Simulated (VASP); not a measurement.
Here is a VASP 6.6.1 calculation.

Contents of INCAR:

```
SYSTEM = SiF
PREC = Accurate
ENCUT = 600
EDIFF = 1E-6
ISMEAR = 0
SIGMA = 0.1
LREAL = .FALSE.
LASPH = .TRUE.
NELM = 80
ALGO = Normal
ISIF = 3
LWAVE = .FALSE.
LCHARG = .FALSE.
GGA = PE
IBRION = 2
NSW = 80
EDIFFG = -0.025
```

Contents of KPOINTS:

```
regular mesh
0
G
  6 6 1
  0 0 0
```

POSCAR

```
SiF
1.0
    3.8784094717     -0.0886096434      0.0214600406
   -2.0159429381      3.6169440423      0.0290142182
    0.0676699527      0.1447134448     12.1486039059
Si F
4 4
Direct
    0.7238108523      0.3513496521      0.4585034517
    0.7053811794      0.3559612713      0.9587515974
    0.3051831565      0.6528317582      0.0378810721
    0.3043495674      0.6470870183      0.5283266385
    0.6936116499      0.3288442347      0.3468221567
    0.6825664506      0.3431545393      0.8387162520
    0.2872850187      0.6604089846      0.1565035051
    0.2978121252      0.6603625415      0.6744953264
```

Potentials or basis: VASP PAW PBE potentials, release 64 (Si, F).

Launch:

```console
$ cat potpaw_PBE.64/Si/POTCAR potpaw_PBE.64/F/POTCAR > POTCAR
$ mpirun -np 1 vasp_std > vasp.out
```

What does it give for the relaxed volume?

20.78 Å³/atom.

What does it give for the relaxed cell?

a = 3.969 Å, b = 3.966 Å, c = 12.191 Å, α = 90.66°, β = 88.67°, γ = 119.94°.

What does it give for the band gap on the k mesh?

0.55 eV.

Forces in eV/Å, atoms in the order of the input:
```
Si  -0.002 -0.006 -0.002
Si   0.006  0.013  0.001
Si   0.008 -0.012 -0.004
Si   0.016  0.012 -0.008
F   -0.013 -0.009  0.003
F   -0.018  0.005  0.000
F    0.008 -0.007  0.010
F   -0.003  0.003 -0.001
```

Caveat: the k points lie up to 0.52 Å⁻¹ apart in the final cell; semilocal functionals underestimate gaps, and a narrow one can read as zero.
